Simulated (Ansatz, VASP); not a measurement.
Al5Cu: VASP beside Ansatz

```
Al Cu
1.0
     4.88289    0.00000    0.00000
    -2.44145    4.22871    0.00000
     0.00000    0.00000    4.56541
Al Cu
5 1
Direct
  0.66667 0.33333 0.00000
  0.33333 0.66667 0.00000
  0.32627 0.00000 0.50000
  0.00000 0.32627 0.50000
  0.67373 0.67373 0.50000
  0.00000 0.00000 0.00000
```

Alike in both runs: functional PBE; k mesh 12 × 12 × 8; occupations gaussian, width 0.1 eV; no spin polarisation.

Ansatz relaxed the structure, and its values are those at the end. VASP's run is a single point on that final structure, the one shown.

|  | VASP | Ansatz |
| --- | --- | --- |
| version | VASP 6.6.1 | Ansatz 0.2.0 |
| potentials or method | VASP PAW PBE potentials, release 64 (Al, Cu), cutoff 520 eV | scalar-relativistic, plane waves, PAW |
| valence electrons in the cell | 26 | 34 |

```csv
,VASP,Ansatz,Ansatz less VASP
gap on the k mesh at the Fermi level (eV),none,none,-
pressure (GPa),-0.2,0.0,+0.17
```

A gap of «none» marks a metal or a gap that the smearing closes. The functional is the same, so the differences come from potentials, cutoffs and numerics. VASP's potentials hold 26 valence electrons a cell and Ansatz's 34, so a difference there can come from the potentials and not from the codes.
